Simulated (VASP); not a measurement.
Set up this calculation in VASP 6.6.1, as the native input.

| Item | Value |
| --- | --- |
| Task | single point |
| Functional | PBE |
| Potentials or basis | VASP PAW PBE potentials, release 64 (Ti_sv) |
| Cutoff | 520 eV |
| k mesh | 22 × 22 × 22 |
| Occupations | gaussian, width 0.15 eV |
| Spin | collinear spin |
| Starting moments | [0.6] μB |
| Fixed moment | 0.6 μB |
| Dipole correction | no |
| Further INCAR settings | ALGO = Normal; EDIFF = 1e-07; NBANDS = 16 |

The structure of Ti lies in POSCAR:

```
Ti
1.0
   -1.5235541254      1.5235541254      1.5235541254
    1.5235541254     -1.5235541254      1.5235541254
    1.5235541254      1.5235541254     -1.5235541254
Ti
1
Direct
    0.0000000000      0.0000000000      0.0000000000
```

This isn't the form of Ti at room conditions, which is hcp.

The input as run:

INCAR

```
PREC = Accurate
ENCUT = 520
EDIFF = 1E-7
ISMEAR = 0
SIGMA = 0.15
LREAL = F
LASPH = T
NELM = 150
ALGO = Normal
ISIF = 2
LWAVE = F
LCHARG = F
ISPIN = 2
MAGMOM = 0.6
LORBIT = 11
NUPDOWN = 0.6
LMAXMIX = 4
GGA = PE
NBANDS = 16
```

KPOINTS

```
regular mesh
0
Gamma
  22 22 22
```

Potentials or basis: VASP PAW PBE potentials, release 64 (Ti_sv).

Command:

```sh
$ cat potpaw_PBE.64/Ti_sv/POTCAR > POTCAR
$ mpirun -np 1 vasp_std > vasp.out
```

It gave:

```json
{"Pressure": "30.2 GPa", "Net moment": "0.60 μB per cell", "Site moments": "Ti +0.45 μB", "Valence electrons inside the program's atomic spheres": "Ti 10.55"}
```

Caveat: the cell stands under pressure; the total moment is fixed, so each spin has its own Fermi level and the state may be an excited one.

Run time: 2.6 min on 1 thread of Intel Xeon 8259CL, on a shared host, peak memory 0.22 GiB.
